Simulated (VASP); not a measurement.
# BiO (P4/nmm) in VASP: a series of runs

Runs on BiO. Level: PBE. Tasks: relaxation of cell and atoms.

All numbers are computed with VASP 6.6.1; they aren't measurements. Logs are shortened: lines on timing, memory, paths and dates and some standing lists are left out, and cuts for length are marked.

### 1 The cell of the first run

It takes space group P4/nmm (No. 129, tetragonal). Conventional cell: a = 3.748 Å, b = 3.748 Å, c = 5.300 Å, α = 90.00°, β = 90.00°, γ = 90.00°. Bi (site symmetry 4mm) has 4 O at 2.30 Å within 3.0 Å. O (site symmetry -4m2) has 4 Bi at 2.30 Å and 4 O at 2.65 Å within 3.0 Å.

### 2 Relaxation of cell and atoms, PBE (atoms taken out)

INCAR

```
PREC     = Accurate       # precision mode
ENCUT    = 910            # plane-wave cutoff, eV
EDIFF    = 1E-7           # SCF threshold, eV
ISMEAR   = 0              # smearing method
SIGMA    = 0.1            # smearing width, eV
LREAL    = F              # projectors in reciprocal space
LASPH    = T              # aspherical terms in the spheres
NELM     = 120            # most SCF steps
ALGO     = Normal         # electronic algorithm
ISIF     = 3              # what is computed and relaxed
LWAVE    = F              # write WAVECAR
LCHARG   = F              # write CHGCAR
GGA      = PE             # functional
IBRION   = 2              # ionic algorithm
NSW      = 90             # ionic steps
EDIFFG   = -0.04          # ionic threshold
GGA_COMPAT= F            
NELMIN   = 4
```

KPOINTS

```
Automatic mesh
0
Gamma
  4 4 4
```

POSCAR

```
BiO
1.0
    3.7477193100      0.0000000000      0.0000000000
    0.0000000000      3.7477193100      0.0000000000
    0.0000000000      0.0000000000      5.3000754700
Bi O
2 2
Direct
    0.5000000000      0.0000000000      0.7500000000
    0.0000000000      0.5000000000      0.2500000000
    0.0000000000      0.0000000000      0.0000000000
    0.5000000000      0.5000000000      0.0000000000
```

Potentials or basis: VASP PAW PBE potentials, release 64 (Bi_d, O_h).

Run with:

```bash
> cat potpaw_PBE.64/Bi_d/POTCAR potpaw_PBE.64/O_h/POTCAR > POTCAR
> mpirun -np 1 vasp_std > vasp.out
```

OUTCAR:

```text
PREC = Accurate
   ENCUT = 910
   EDIFF = 1E-7
   ISMEAR = 0
   LREAL = F
   LASPH = T
   NELM = 120
   ISIF = 3
   GGA = PE
   IBRION = 2
   NSW = 90
   EDIFFG = -0.04
   NELMIN = 4

 ion  position               nearest neighbor table
   1  0.500  0.000  0.750-   3 2.30   4 2.30   4 2.30   3 2.30   2 3.75   2 3.75   2 3.75   2 3.75
                             2 3.75   2 3.75   2 3.75   2 3.75
   2  0.000  0.500  0.250-   3 2.30   4 2.30   3 2.30   4 2.30   1 3.75   1 3.75   1 3.75   1 3.75
                             1 3.75   1 3.75   1 3.75   1 3.75
   3  0.000  0.000  0.000-   1 2.30   2 2.30   2 2.30   1 2.30
   4  0.500  0.500  0.000-   1 2.30   2 2.30   1 2.30   2 2.30

  LATTYP: Found a simple tetragonal cell.
 ALAT       =     3.7477193100
 C/A-ratio  =     1.4142135607

  Lattice vectors:

 A1 = (   3.7477193100,   0.0000000000,   0.0000000000)
 A2 = (   0.0000000000,   3.7477193100,   0.0000000000)
 A3 = (   0.0000000000,   0.0000000000,   5.3000754700)

Analysis of symmetry for initial positions (statically):
=====================================================================
 Subroutine PRICEL returns:
 Original cell was already a primitive cell.

 Routine SETGRP: Setting up the symmetry group for a
 simple tetragonal supercell.

 Subroutine GETGRP returns: Found 16 space group operations
 (whereof  8 operations were pure point group operations)
 out of a pool of 16 trial point group operations.

The static configuration has the point symmetry D_2d.
 The point group associated with its full space group is D_4h.

Analysis of symmetry for dynamics (positions and initial velocities):
=====================================================================
 Subroutine PRICEL returns:
 Original cell was already a primitive cell.

 Routine SETGRP: Setting up the symmetry group for a
 simple tetragonal supercell.

 Subroutine GETGRP returns: Found 16 space group operations
 (whereof  8 operations were pure point group operations)
 out of a pool of 16 trial point group operations.

The dynamic configuration has the point symmetry D_2d.
 The point group associated with its full space group is D_4h.

 Subroutine INISYM returns: Found 16 space group operations
 (whereof  8 operations are pure point group operations),
 and found     1 'primitive' translations

----------------------------------------------------------------------------------------

                                     Primitive cell

  volume of cell :      74.4417

  direct lattice vectors                    reciprocal lattice vectors
     3.747719310  0.000000000  0.000000000     0.266828948  0.000000000  0.000000000
     0.000000000  3.747719310  0.000000000     0.000000000  0.266828948  0.000000000
     0.000000000  0.000000000  5.300075470     0.000000000  0.000000000  0.188676559

  length of vectors
     3.747719310  3.747719310  5.300075470     0.266828948  0.266828948  0.188676559

  position of ions in fractional coordinates (direct lattice)
     0.500000000  0.000000000  0.750000000
     0.000000000  0.500000000  0.250000000
     0.000000000  0.000000000  0.000000000
     0.500000000  0.500000000  0.000000000

  ion indices of the primitive-cell ions
   primitive index   ion index
                 1           1
                 2           2
                 3           3
                 4           4

----------------------------------------------------------------------------------------

 KPOINTS: Automatic mesh

Automatic generation of k-mesh.
 Grid dimensions read from file:
 generate k-points for:    4    4    4

 Generating k-lattice:

  Cartesian coordinates                     Fractional coordinates (reciprocal lattice)
     0.066707237  0.000000000  0.000000000     0.250000000  0.000000000  0.000000000
     0.000000000  0.066707237  0.000000000     0.000000000  0.250000000  0.000000000
     0.000000000  0.000000000  0.047169140     0.000000000  0.000000000  0.250000000

  Length of vectors
     0.066707237  0.066707237  0.047169140

  Shift w.r.t. Gamma in fractional coordinates (k-lattice)
     0.000000000  0.000000000  0.000000000

 Subroutine IBZKPT returns following result:
 ===========================================

 Found     18 irreducible k-points:

 Following reciprocal coordinates:
            Coordinates               Weight
  0.000000  0.000000  0.000000      1.000000
  0.250000  0.000000  0.000000      4.000000
  0.500000  0.000000  0.000000      2.000000
  0.250000  0.250000  0.000000      4.000000
  0.500000  0.250000  0.000000      4.000000
  0.500000  0.500000  0.000000      1.000000
[... 10 lines left out ...]
  0.500000  0.250000  0.500000      4.000000
  0.500000  0.500000  0.500000      1.000000
   k-points           NKPTS =     18   k-points in BZ     NKDIM =     18   number of bands    NBANDS=     25
   number of dos      NEDOS =    301   number of ions     NIONS =      4
   total plane-waves  NPLWV =  86400
   dimension x,y,z NGX =    40 NGY =   40 NGZ =   54
   dimension x,y,z NGXF=    80 NGYF=   80 NGZF=  108
   ions per type =               2   2
   NGX,Y,Z   is equivalent  to a cutoff of  17.74, 17.74, 16.94 a.u.
   NGXF,Y,Z  is equivalent  to a cutoff of  35.49, 35.49, 33.88 a.u.
 SYSTEM =  unknown system
   PREC   = accura    normal or accurate (medium, high low for compatibility)
   ISTART =      0    job   : 0-new  1-cont  2-samecut
   ICHARG =      2    charge: 1-file 2-atom 10-const
   ISPIN  =      1    spin polarized calculation?
   LNONCOLLINEAR =      F non collinear calculations
   LSORBIT =      F    spin-orbit coupling
   LASPH  =      T    aspherical Exc in radial PAW
   ENCUT  =  910.0 eV  66.88 Ry    8.18 a.u.   9.22  9.22 13.04*2*pi/ulx,y,z
   NELM   =    120;   NELMIN=  4; NELMDL= -5     # of ELM steps
   EDIFF  = 0.1E-06   stopping-criterion for ELM
   LREAL  =      F    real-space projection
   EDIFFG = -.4E-01   stopping-criterion for IOM
   NSW    =     90    number of steps for IOM
   IBRION =      2    ionic relax: 0-MD 1-quasi-New 2-CG
   NFREE  =      1    steps in history (QN), initial steepest desc. (CG)
   ISIF   =      3    stress and relaxation
   ISYM   =      2    0-nonsym 1-usesym 2-fastsym
   POTIM  = 0.5000    time-step for ionic-motion
   TEBEG  =    0.0;   TEEND  =   0.0 temperature during run
   PSTRESS=    0.0 pullay stress
   NELECT =      42.0000    total number of electrons
   NUPDOWN=      -1.0000    fix difference up-down
   EMIN   =  10.00;   EMAX   =-10.00  energy-range for DOS
   EFERMI =   0.00;   METHOD = LEGACY
   ISMEAR =     0;   SIGMA  =   0.10  broadening in eV -4-tet -1-fermi 0-gaus
   EFERMI_NEDOS =   21; number of points for ismear=-14 and -15
   IALGO  =     38    algorithm
   IMIX   =      4    mixing-type and parameters
     AMIX     =   0.40;   BMIX     =  1.00
     AMIX_MAG =   1.60;   BMIX_MAG =  1.00
  volume/ion in A,a.u.               =      18.61       125.59
  Fermi-wavevector in a.u.,A,eV,Ry     =   1.352755  2.556337 24.897935  1.829947
  Thomas-Fermi vector in A             =   2.480067
   LORBIT       =      0    0 simple, 1 ext, 2 COOP (PROOUT), +10 PAW based schemes
   GGA     = PE    functional components
   LHFCALC =     F    Hartree Fock is set to
   AEXX    =    0.0000 exact exchange contribution
   IVDW    =     0    specifies the selected vdW correction
   LEPSILON=     F    determine dielectric tensor
   LRPA    =     F    only Hartree local field effects (RPA)
 conjugate gradient relaxation of ions
 non-spin polarized calculation
 Gauss-broadening in eV      SIGMA  =   0.10
  energy-cutoff  :      910.00
  volume of cell :       74.44
 maximum number of plane-waves:      4674
 NGX is ok and might be reduce to    40
   NGX = 19   NGY = 19   NGZ = 27

--------------------------------------- Ionic step        1  -------------------------------------------

 number of electron      42.0000001 magnetization

 Free energy of the ion-electron system (eV)
  ---------------------------------------------------
  ext. energy  EPLUGINS =         0.00000000
  ---------------------------------------------------
  free energy    TOTEN  =       -19.93698756 eV

  energy without entropy =      -19.91981698  energy(sigma->0) =      -19.92840227

------------------------ aborting loop because EDIFF is reached ----------------------------------------

  FORCE on cell =-STRESS in cart. coord.  units (eV):
  Direction    XX          YY          ZZ          XY          YZ          ZX
  --------------------------------------------------------------------------------------
  -------------------------------------------------------------------------------------
  Total        5.3332889      5.3332889      3.1677655      0.0000000     -0.0000000      0.0000000
  in kB      114.7861585    114.7861585     68.1784993      0.0000000     -0.0000000      0.0000000
  external PRESSURE =      99.2502721 kB  Pullay stress =       0.0000000 kB
[... 95 lines left out ...]
  FREE ENERGIE OF THE ION-ELECTRON SYSTEM (eV)
  ---------------------------------------------------
  free  energy   TOTEN  =       -20.1394830311 eV

  energy  without entropy=      -20.1220381564  energy(sigma->0) =      -20.13076059

 E-fermi :   7.0798     XC(G=0):  -9.9780

 val. band max:        6.9377652454   @ k =   0.2500   0.0000   0.2500
 cond. band min:       7.1248381066   @ k =   0.2500   0.2500   0.0000
 fundamental gap:      0.1870728612
 Fermi energy:         7.0797603006

 k-point     1 :       0.0000    0.0000    0.0000
  band No.  band energies     occupation
      1     -16.7942      2.00000
      2     -16.6549      2.00000
      3     -16.6549      2.00000
      4     -16.6411      2.00000
      5     -16.6071      2.00000
      6     -16.6018      2.00000
[... 493 lines left out ...]
     24       8.4412      0.00000
     25       9.7927      0.00000

[... ionic steps 4 to 20 ...]

--------------------------------------- Ionic step       21  -------------------------------------------

 number of electron      42.0000004 magnetization

------------------------ aborting loop because EDIFF is reached ----------------------------------------

  FORCE on cell =-STRESS in cart. coord.  units (eV):
  Direction    XX          YY          ZZ          XY          YZ          ZX
  --------------------------------------------------------------------------------------
  -------------------------------------------------------------------------------------
  Total       -0.2821912     -0.2821912     -0.1997646      0.0000000      0.0000000      0.0000000
  in kB       -5.7114343     -5.7114343     -4.0431528      0.0000000      0.0000000      0.0000000
  external PRESSURE =      -5.1553405 kB  Pullay stress =       0.0000000 kB
[... 61 lines left out ...]
  energy  without entropy=      -20.2302896568  energy(sigma->0) =      -20.23284553

--------------------------------------- Ionic step       23  -------------------------------------------

 number of electron      42.0000002 magnetization

 Free energy of the ion-electron system (eV)
  ---------------------------------------------------
  ext. energy  EPLUGINS =         0.00000000
  ---------------------------------------------------
  free energy    TOTEN  =       -20.23565920 eV

  energy without entropy =      -20.23065920  energy(sigma->0) =      -20.23315920

 E-fermi :   7.6384     XC(G=0): -10.2849

 val. band max:        7.4750997049   @ k =   0.2500   0.2500   0.0000
 cond. band min:       7.6458837358   @ k =   0.2500   0.0000   0.5000
 fundamental gap:      0.1707840309
 Fermi energy:         7.6383542280

 k-point     1 :       0.0000    0.0000    0.0000
  band No.  band energies     occupation
      1     -16.2163      2.00000
      2     -16.0997      2.00000
      3     -16.0997      2.00000
      4     -16.0905      2.00000
      5     -16.0363      2.00000
      6     -16.0330      2.00000
[... 524 lines left out ...]
  FREE ENERGIE OF THE ION-ELECTRON SYSTEM (eV)
  ---------------------------------------------------
  free  energy   TOTEN  =       -20.2356591984 eV

  energy  without entropy=      -20.2306592002  energy(sigma->0) =      -20.23315920

 reached required accuracy - stopping structural energy minimisation
```

Wall time 17 min (1 thread of Intel Xeon Platinum 8488C (Sapphire Rapids), shared host); peak memory 0.34 GiB.

Results:

```
Free energy                           : -20.2357 eV
Relaxed volume                        : 19.68 Å³/atom
Relaxed cell                          : a = 4.018 Å, b = 4.018 Å, c = 4.877 Å, α = 90.00°, β = 90.00°, γ = 90.00°
Space group after relaxing (to 0.1 Å) : P4/nmm (No. 129)
Energy gained by relaxing             : 74.7 meV/atom
Ionic steps                           : 23
Pressure after relaxing               : -0.2 GPa
Largest force after relaxing          : 0.031 eV/Å
Band gap on the k mesh                : zero (bands 21 and 22 overlap by 2.67 eV)
```

Forces on the atoms (eV/Å):
```
Bi   0.000  0.000  0.031
Bi   0.000  0.000 -0.031
O    0.000  0.000  0.000
O    0.000  0.000  0.000
```

The path:
| step | energy change (eV) | largest force (eV/Å) | pressure (GPa) | volume (Å³) |
| --- | --- | --- | --- | --- |
| 1 | 0.0000 | 0.9727 | 9.93 | 74.44 |
| 2 | 0.0078 | 1.4920 | -7.67 | 87.55 |
| 3 | -0.2025 | 0.4238 | -0.17 | 80.53 |
| 4 | -0.2432 | 0.1068 | -0.35 | 81.31 |
| 5 | -0.2581 | 0.0531 | -0.52 | 81.98 |
| 6 | -0.2623 | 0.0499 | -0.60 | 82.30 |
| 7 | -0.2696 | 0.0344 | -0.77 | 82.91 |
| 8 | -0.2634 | 0.1341 | -1.42 | 84.04 |
| 9 | -0.2715 | 0.0476 | -0.97 | 83.20 |
| 10 | -0.2739 | 0.3375 | 1.14 | 81.19 |
| 11 | -0.2758 | 0.2167 | 0.27 | 82.01 |
| 12 | -0.2834 | 0.1738 | 0.16 | 81.38 |
| 13 | -0.2956 | 0.0721 | 0.02 | 79.47 |
| 14 | -0.2957 | 0.0563 | 0.07 | 79.21 |
| 15 | -0.2957 | 0.0656 | 0.02 | 79.36 |
| 16 | -0.2957 | 0.0617 | 0.02 | 79.29 |
| 17 | -0.2967 | 0.0157 | -0.27 | 79.34 |
| 18 | -0.2969 | 0.0539 | -0.76 | 79.41 |
| 19 | -0.2970 | 0.0245 | -0.61 | 79.39 |
| 20 | -0.2973 | 0.0243 | -0.59 | 79.33 |
| 21 | -0.2979 | 0.0279 | -0.52 | 79.16 |
| 22 | -0.2984 | 0.0565 | -0.35 | 78.82 |
| 23 | -0.2987 | 0.0311 | -0.22 | 78.74 |

Final structure:
```cif
data_structure
_symmetry_space_group_name_H-M 'P 1'
_symmetry_Int_Tables_number 1
_cell_length_a 4.0179
_cell_length_b 4.0179
_cell_length_c 4.8774
_cell_angle_alpha 90.000
_cell_angle_beta 90.000
_cell_angle_gamma 90.000
_cell_volume 78.74
loop_
_atom_site_label
_atom_site_type_symbol
_atom_site_fract_x
_atom_site_fract_y
_atom_site_fract_z
_atom_site_occupancy
Bi1 Bi 0.50000 0.00000 0.73917 1
Bi2 Bi 0.00000 0.50000 0.26083 1
O1 O 0.00000 0.00000 0.00000 1
O2 O 0.50000 0.50000 0.00000 1
```

Levels at points of the mesh, in eV from the Fermi level:
```tsv
k point	band 18	band 19	band 20	band 21	band 22	band 23	band 24	band 25
(0.00, 0.00, 0.00)	-3.54	-3.54	-2.96	-0.73	2.01	2.01	2.57	3.27
(0.50, 0.00, 0.00)	-5.01	-4.23	-4.23	0.28	0.28	2.97	2.97	3.74
(0.50, 0.50, 0.00)	-4.65	-2.89	-2.89	-2.13	-2.13	1.97	1.97	4.77
(0.00, 0.00, 0.50)	-3.61	-3.61	-3.34	-1.16	0.39	0.39	0.94	5.15
(0.50, 0.00, 0.50)	-4.95	-3.51	-3.51	0.25	0.25	2.56	2.56	4.01
(0.50, 0.50, 0.50)	-5.37	-2.90	-2.90	0.53	0.53	1.80	1.80	2.82
```

Caveat: the k points lie up to 0.39 Å⁻¹ apart in the final cell, too coarse for converged energies and pressures of a metal; the cell differs from its parent crystal (atoms taken out); the cutoff is under 1.25 times the usual one of these potentials, so pressure, stress and relaxed cells hold a basis-set (Pulay) error; spin-orbit coupling is left out, which moves the levels of the heavy elements.

### 3 Relaxation of cell and atoms, PBE (atoms taken out)

INCAR

```
SYSTEM = BiO
PREC = Accurate
ENCUT = 600
EDIFF = 1E-6
ISMEAR = 0
SIGMA = 0.1
LREAL = .False.
LASPH = .True.
NELM = 100
ALGO = Normal
ISIF = 3
LWAVE = .False.
LCHARG = .False.
GGA = PE
IBRION = 2
NSW = 100
EDIFFG = -0.01
```

KPOINTS

```
regular mesh
0
Gamma
  12 12 10
  0 0 0
```

POSCAR

```
BiO
1.0
    4.0833828220      0.0000000000      0.0000000000
    0.0000000000      4.0833828220      0.0000000000
    0.0000000000      0.0000000000      4.7853628980
Bi O
2 2
Direct
    0.5000000000      0.0000000000      0.7440380324
    0.0000000000      0.5000000000      0.2559619676
    0.0000000000      0.0000000000      0.0000000000
    0.5000000000      0.5000000000      0.0000000000
```

Potentials or basis: VASP PAW PBE potentials, release 64 (Bi_d, O).

Run with:

```bash
> cat potpaw_PBE.64/Bi_d/POTCAR potpaw_PBE.64/O/POTCAR > POTCAR
> mpirun -np 1 vasp_std > vasp.out
```

It took 20 min on 1 thread of Intel Xeon Platinum 8259CL at 2.50GHz (Skylake/Cascade Lake), shared host; peak memory 0.48 GiB.

The run converged. Its results:

| Property | Result |
| --- | --- |
| Free energy | -20.2713 eV |
| Relaxed volume | 20.51 Å³/atom |
| Relaxed cell | a = 4.152 Å, b = 4.152 Å, c = 4.759 Å, α = 90.00°, β = 90.00°, γ = 90.00° |
| Space group after relaxing (to 0.1 Å) | P4/nmm (No. 129) |
| Energy gained by relaxing | 4.3 meV/atom |
| Ionic steps | 6 |
| Pressure after relaxing | 0.0 GPa |
| Band gap on the k mesh | zero (bands 21 and 22 overlap by 2.69 eV) |

Stress tensor (GPa, compression positive):
```
 0.07  0.00  0.00
 0.00  0.07  0.00
 0.00  0.00 -0.06
```

The path:
```tsv
step	energy change (eV)	largest force (eV/Å)	pressure (GPa)	volume (Å³)
1	0.0000	0.2101	0.39	79.79
2	-0.0062	0.1926	0.19	80.36
3	-0.0156	0.1193	-0.39	81.92
4	-0.0161	0.1022	-0.56	82.36
5	-0.0134	0.1880	1.10	81.48
6	-0.0174	0.0012	0.02	82.05
```

Final structure:
```
CELL_PARAMETERS angstrom
4.15198 0.00000 0.00000
0.00000 4.15198 0.00000
0.00000 0.00000 4.75940
ATOMIC_POSITIONS crystal
Bi 0.50000 0.00000 0.75502
Bi 0.00000 0.50000 0.24498
O 0.00000 0.00000 0.00000
O 0.50000 0.50000 0.00000
```

Levels at points of the mesh, in eV from the Fermi level:
```tsv
k point	band 18	band 19	band 20	band 21	band 22	band 23	band 24	band 25
(0.00, 0.00, 0.00)	-3.89	-3.71	-3.12	-0.97	2.15	2.20	2.20	3.24
(0.50, 0.00, 0.00)	-5.08	-4.02	-4.02	0.25	0.25	2.95	2.95	3.24
(0.50, 0.50, 0.00)	-4.41	-3.18	-3.18	-1.79	-1.79	2.22	2.22	4.71
(0.00, 0.00, 0.50)	-3.93	-3.82	-2.95	-1.77	0.48	0.54	0.54	4.97
(0.50, 0.00, 0.50)	-5.18	-3.41	-3.41	0.28	0.28	2.52	2.52	3.59
(0.50, 0.50, 0.50)	-5.18	-3.19	-3.19	0.88	0.88	1.66	1.66	2.46
```

Caveat: the cell differs from its parent crystal (atoms taken out); spin-orbit coupling is left out, which moves the levels of the heavy elements.
